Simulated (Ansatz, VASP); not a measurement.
Two plane-wave programs on CdSe

```
Cd Se
1.0
     0.00000    2.86915    2.86915
     2.86915    0.00000    2.86915
     2.86915    2.86915    0.00000
Cd Se
1 1
Direct
  0.00000 0.00000 0.00000
  0.50000 0.50000 0.50000
```

Alike in both runs: functional PBE; k mesh 13 × 13 × 13; occupations fermi-dirac, width 0.05 eV; no spin polarisation.

Ansatz relaxed the structure, and its values are those at the end. VASP's run is a single point on that final structure, the one shown.

```csv
,VASP,Ansatz
version,VASP 6.6.1,Ansatz 0.2.0
potentials or method,"VASP PAW PBE potentials, release 64 (Cd, Se)","PAW with Ansatz's default frozen-core files, scalar-relativistic"
plane-wave cutoff (eV),520,420
valence electrons in the cell,18,36
```

VASP gave:

```
pressure (GPa) : 0.3
```

**Question.** Which values does Ansatz return?

**Answer.** Pressure (GPa): 0.0.

VASP's potentials hold 18 valence electrons a cell and Ansatz's 36, so a difference there can come from the potentials and not from the codes.
